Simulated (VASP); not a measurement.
The system is MgCdSe2.

```
Mg Cd Se
1.0
     1.97565    1.14064    6.45111
    -1.97565    1.14064    6.45111
     0.00000   -2.28128    6.45111
Mg Cd Se
1 1 2
Direct
  0.00000 0.00000 0.00000
  0.50000 0.50000 0.50000
  0.25334 0.25334 0.25334
  0.74666 0.74666 0.74666
```

Base run:

| Quantity | Value |
| --- | --- |
| Program | VASP 6.6.1 |
| Functional | PBE |
| Potentials or basis | VASP PAW PBE potentials, release 64 (Mg, Cd, Se) |
| Cutoff | 520 eV |
| k mesh | 8 × 8 × 8 |
| Occupations | gaussian, width 0.01 eV |
| Spin | no spin polarisation |

Its results: band gap on the k mesh 0.61 eV, indirect (least direct gap 0.81 eV); pressure 1.6 GPa; largest force 0.085 eV/Å.

The run is repeated on the same cell with these changes: functional from PBE to r2SCAN. What comes out?

Band gap on the k mesh 1.14 eV, indirect (least direct gap 1.35 eV); pressure 0.1 GPa; largest force 0.054 eV/Å.

r2SCAN gives the wider gap, since meta-GGAs in the generalised Kohn-Sham scheme recover part of the derivative discontinuity.

Caveats: the PAW data sets were made with another functional, which shifts forces and pressure a little (some runs).

A k mesh can miss the band edges.
